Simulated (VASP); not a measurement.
Crystal: C.

```xyz
2
Lattice="0.0000 1.7593 1.7593 1.7593 0.0000 1.7593 1.7593 1.7593 0.0000" Properties=species:S:1:pos:R:3 pbc="T T T"
C     2.6389    2.6389    2.6389
C     1.7593    1.7593    1.7593
```

Base run:

```yaml
Program: VASP 6.6.1
Functional: LDA
Potentials_or_basis: VASP PAW LDA potentials, release 64 (C_h)
Cutoff: 910 eV
k_mesh: 13 × 13 × 13
Occupations: fermi-dirac, width 0.05 eV
Spin: no spin polarisation
```

Its results: band gap on the k mesh 4.21 eV, indirect (least direct gap 5.66 eV); pressure 6.0 GPa.

**Question.** The run is repeated on the same cell with these changes: potentials or basis from VASP PAW LDA potentials, release 64 (C_h) to VASP PAW LDA potentials, release 64 (C); cutoff from 910 eV to 520 eV. What comes out?

**Answer.** Band gap on the k mesh 4.21 eV, indirect (least direct gap 5.66 eV); pressure 7.0 GPa.

Caveats: the cutoff is under 1.25 times the usual one of these potentials, so pressure, stress and relaxed cells hold a basis-set (Pulay) error (some runs).

A k mesh can miss the band edges.
